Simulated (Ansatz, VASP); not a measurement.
# Na: VASP beside Ansatz

File INCAR:

```
PREC     = Accurate       # precision mode
ENCUT    = 520            # plane-wave cutoff, eV
EDIFF    = 1E-6           # SCF threshold, eV
ISMEAR   = 0              # smearing method
SIGMA    = 0.02           # smearing width, eV
LREAL    = F              # projectors in reciprocal space
LASPH    = T              # aspherical terms in the spheres
NELM     = 80             # most SCF steps
ALGO     = Normal         # electronic algorithm
ISIF     = 2              # what is computed and relaxed
LWAVE    = F              # write WAVECAR
LCHARG   = T              # write CHGCAR
GGA      = PE             # functional
LELF     = T              # ELF
LVHAR    = T            
NBANDS   = 10             # bands
```

File KPOINTS:

```
regular mesh
0
Gamma
  10 10 10
```

Contents of POSCAR:

```
Na
1.0
   -1.8882910800      1.8882910800      2.6372766800
    1.8882910800     -1.8882910800      2.6372766800
    1.8882910800      1.8882910800     -2.6372766800
Na
1
Direct
    0.0000000000      0.0000000000      0.0000000000
```

File input.yaml:

```yaml
crystal:
  lattice:
    - [-1.88829108, 1.88829108, 2.63727668]
    - [1.88829108, -1.88829108, 2.63727668]
    - [1.88829108, 1.88829108, -2.63727668]
  atoms:
    - { symbol: Na, position: [0.0, 0.0, 0.0] }
kpoints:
  mp_grid: { grid: [10, 10, 10] }
scf:
  occupations: { method: gaussian, width: 0.02 }
hamiltonian:
  xc: pbe
  pseudopotentials: { kind: all_electron, lapw: { basis_error: 0.001 } }
output:
  forces: true
  stress: true
  eigenvalues: true
```

Alike in both runs: task single point; functional PBE; k mesh 10 × 10 × 10; occupations gaussian, width 0.02 eV; no spin polarisation.

|  | VASP | Ansatz |
| --- | --- | --- |
| version | VASP 6.6.1 | Ansatz 0.2.0 |
| potentials or method | VASP PAW PBE potentials, release 64 (Na_pv), cutoff 520 eV | all-electron LAPW, scalar-relativistic |

```csv
,VASP,Ansatz,Ansatz less VASP
gap on the k mesh at the Fermi level (eV),none,none,-
pressure (GPa),-0.1,-0.1,+0.04
"traceless stress, the component that is largest in VASP (GPa)",-0.31,-0.31,0.000
```

A gap of «none» marks a metal or a gap that the smearing closes. Ansatz ran all-electron here, and VASP with PAW potentials.
